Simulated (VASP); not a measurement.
Runs of VASP 6.6.1 on KI. The structure is that of space group P6_3/mmc (No. 194), or close to it. The cells are those of the table. 

```csv
cell,gap on the mesh (eV),pressure (GPa)
"a = 5.067, b = 5.067, c = 8.850 Å, angles 90.0, 90.0, 120.0°, 4 atoms",(a),-0.5
"a = 5.019, b = 5.019, c = 8.765 Å, angles 90.0, 90.0, 120.0°, 4 atoms",3.71,-0.3
"a = 4.868, b = 4.868, c = 8.502 Å, angles 90.0, 90.0, 120.0°, 4 atoms",3.91,0.8
"a = 4.899, b = 4.899, c = 8.591 Å, angles 90.0, 90.0, 120.0°, 4 atoms",3.85,0.5
"a = 4.919, b = 4.919, c = 8.592 Å, angles 90.0, 90.0, 120.0°, 4 atoms",(c),(b)
```

Alike in all rows: task single point; level PBE; potentials or basis VASP PAW PBE potentials, release 64 (K_sv, I); no spin polarisation; k mesh 6 × 6 × 4; cutoff (eV) 520; smearing gaussian 0.01 eV.

Question: Fill in the values left out.

Answer: (a) 3.65; (b) 0.4; (c) 3.84.

Caveats: spin-orbit coupling is left out, which moves the levels of the heavy elements.

A k mesh can miss the band edges, and the runs leave out spin-orbit coupling on I.
